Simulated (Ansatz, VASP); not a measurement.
## One calculation of SnO, two programs

File INCAR:

```
PREC = Accurate
ENCUT = 520
EDIFF = 1E-7
ISMEAR = 0
SIGMA = 0.02
LREAL = False
LASPH = True
NELM = 100
ALGO = Normal
ISIF = 2
LWAVE = False
LCHARG = False
LDIPOL = True
IDIPOL = 3
DIPOL = 0.5 0.5 0.500
GGA = PE
IVDW = 12
IBRION = 2
NSW = 60
EDIFFG = -0.01
```

Contents of KPOINTS:

```
regular mesh
0
Gamma
  6 6 1
```

The input POSCAR:

```
SnO
1.0
    3.7441492434      0.0000000000      0.0000000000
    0.0000000000      3.7441492434      0.0000000000
    0.0000000000      0.0000000000     30.6334027017
Sn O
2 2
Direct
    0.5000000000      0.0000000000      0.4614138404
    0.0000000000      0.5000000000      0.5385861596
    0.0000000000      0.0000000000      0.5000000000
    0.5000000000      0.5000000000      0.5000000000
```

Input for Ansatz:

```yaml
crystal:
  lattice:
    - [3.7441492434, 0.0, 0.0]
    - [0.0, 3.7441492434, 0.0]
    - [0.0, 0.0, 30.6334027017]
  atoms:
    - { symbol: Sn, position: [0.5, 0.0, 0.4614138404] }
    - { symbol: O, position: [0.0, 0.0, 0.5] }
    - { symbol: O, position: [0.5, 0.5, 0.5] }
    - { symbol: Sn, position: [0.0, 0.5, 0.5385861596] }
  periodic: [true, true, false]
basis:
  ecutwfc: 420
kpoints:
  mp_grid: { grid: [6, 6, 1] }
  band_path:
    path:
      - [0, 0, 0]
      - [0.5, 0, 0]
      - [0.5, 0.5, 0]
      - [0, 0.5, 0]
      - [0, 0, 0]
      - [0.5, 0.5, 0]
    npoints: 8
hamiltonian:
  xc: pbe
  dispersion: d3bj
scf:
  occupations: { method: gaussian, width: 0.02 }
output:
  forces: true
  stress: true
  eigenvalues: true
  write_density: true
  write_potential: true
  elf: true
  volumetric_format: npy
relax:
  adjacent_minimum: "off"
  f_tol: 0.01
  max_steps: 40
```

Change from the starting cell: biaxial strain -0.020, atoms relaxed.

Alike in both runs: task relaxation of the atoms; functional PBE; dispersion D3(BJ); k mesh 6 × 6 × 1; occupations gaussian, width 0.02 eV; no spin polarisation.

```csv
,VASP,Ansatz
version,VASP 6.6.1,Ansatz 0.2.0
potentials or method,"VASP PAW PBE potentials, release 64 (Sn_d, O), cutoff 520 eV","scalar-relativistic, plane waves, PAW"
valence electrons in the cell,40,40
```

VASP gave:

```
gap on the k mesh at the Fermi level, each at its own relaxed structure (eV) : 3.15
```

Task: Which values does Ansatz return?

Result: gap on the k mesh at the Fermi level, each at its own relaxed structure (eV): 3.16.

Ansatz's warnings: stress scf threshold loose, xc potential rough in thin density.
